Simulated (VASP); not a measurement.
Runs of VASP 6.6.1 on WC. The structure is that of space group P-6m2 (No. 187), or close to it. The cells are those of the table. 

| task | potentials or basis | spin | cell | cutoff (eV) | gap on the mesh (eV) | pressure (GPa) |
| --- | --- | --- | --- | --- | --- | --- |
| single point | VASP PAW PBE potentials, release 64 (W_sv, C_h) | non-collinear, zero start, SOC | a = 2.922, b = 2.922, c = 2.847 Å, angles 90.0, 90.0, 120.0°, 2 atoms | 910 | - | 1.7 |
| single point | VASP PAW PBE potentials, release 64 (W_sv, C) | off | a = 3.025, b = 3.025, c = 2.922 Å, angles 90.0, 90.0, 120.0°, 2 atoms | 520 | none | -29.0 |
| single point | VASP PAW PBE potentials, release 64 (W_sv, C) | off | a = 2.857, b = 2.857, c = 2.799 Å, angles 90.0, 90.0, 120.0°, 2 atoms | 520 | none | (a) |
| relaxation of shape and atoms at fixed volume | VASP PAW PBE potentials, release 64 (W_sv, C) | off | relaxed from a = 2.826, b = 2.826, c = 2.768 Å, angles 90.0, 90.0, 120.0°, 2 atoms | 600 | none | 45.6 |
| single point | VASP PAW PBE potentials, release 64 (W_sv, C) | off | a = 2.906, b = 2.907, c = 2.837 Å, angles 90.0, 90.0, 120.0°, 2 atoms | 520 | none | 6.7 |

Alike in all rows: level PBE; k mesh 18 × 18 × 14; smearing gaussian 0.1 eV.

Fill in the values left out.

(a) 28.4.

Caveats: spin-orbit coupling is left out, which moves the levels of the heavy elements (at least some runs); the cell stands under pressure (at least some runs); the cell stands under tension (at least some runs).

A k mesh can miss the band edges, and rows without SOC leave out spin-orbit coupling on W.

A gap of «none» marks levels without a gap at the run's occupations.
